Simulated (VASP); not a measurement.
Runs of VASP 6.6.1 on IrO. The structure is that of space group P6_3/mmc (No. 194), or close to it. The cells are those of the table. 

```csv
task,potentials or basis,spin,cell,k mesh,cutoff (eV),gap on the mesh (eV),pressure (GPa)
single point,"VASP PAW PBE potentials, release 64 (Ir, O)",off,"a = 3.195, b = 3.195, c = 5.414 Å, angles 90.0, 90.0, 120.0°, 4 atoms",6 × 6 × 4,520,none,(a)
relaxation of cell and atoms,"VASP PAW PBE potentials, release 64 (Ir, O)",off,"relaxed from a = 3.195, b = 3.195, c = 5.414 Å, angles 90.0, 90.0, 120.0°, 4 atoms",18 × 18 × 8,600,none,0.0
single point,"VASP PAW PBE potentials, release 64 (Ir_sv_GW, O)",off,"a = 3.195, b = 3.195, c = 5.414 Å, angles 90.0, 90.0, 120.0°, 4 atoms",6 × 6 × 4,700,none,-0.6
single point,"VASP PAW PBE potentials, release 64 (Ir, O)",off,"a = 3.223, b = 3.223, c = 5.339 Å, angles 90.0, 90.0, 120.0°, 4 atoms",18 × 18 × 8,520,none,0.4
single point,"VASP PAW PBE potentials, release 64 (Ir, O)",collinear,"a = 3.223, b = 3.223, c = 5.339 Å, angles 90.0, 90.0, 120.0°, 4 atoms",18 × 18 × 8,520,none,0.4
```

Alike in all rows: level PBE; smearing gaussian 0.1 eV.

Fill in the values left out.

(a) 0.3.

Caveats: some runs use coarse meshes; spin-orbit coupling is left out, which moves the levels of the heavy elements.

A k mesh can miss the band edges, and the runs leave out spin-orbit coupling on Ir.

A gap of «none» marks levels without a gap at the run's occupations.

The runs don't all hold the same shells in valence.
